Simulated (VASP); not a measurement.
A run of VASP 6.6.1:

INCAR

```
SYSTEM = Ag
PREC = Accurate ; ENCUT = 520
EDIFF = 1E-6 ; ISMEAR = 0
SIGMA = 0.15 ; LREAL = .False.
LASPH = .True. ; NELM = 100
ALGO = Fast ; ISIF = 2
LWAVE = .False. ; LCHARG = .False.
NBANDS = 12
```

Contents of KPOINTS:

```
regular mesh
0
Gamma
  22 22 22
  0 0 0
```

The input POSCAR:

```
Ag
1.0
   -1.8585023365      1.8585023365      1.3139611519
    1.8585023365     -1.8585023365      1.3139611519
    1.8585023365      1.8585023365     -1.3139611519
Ag
1
Direct
    0.0000000000      0.0000000000      0.0000000000
```

Potentials or basis: VASP PAW LDA potentials, release 64 (Ag).

Run with:

```console
$ cat potpaw_LDA.64/Ag/POTCAR > POTCAR
$ mpirun -np 1 vasp_std > vasp.out
```

Hardware: 1 thread of Intel Xeon 8259CL, on a shared host.

Question: How long does it take, and how much memory?

Answer: Wall time 2.6 min on 1 thread of Intel Xeon 8259CL (shared host), peak memory 0.28 GiB. Counts: scf iterations 11, k points 834.
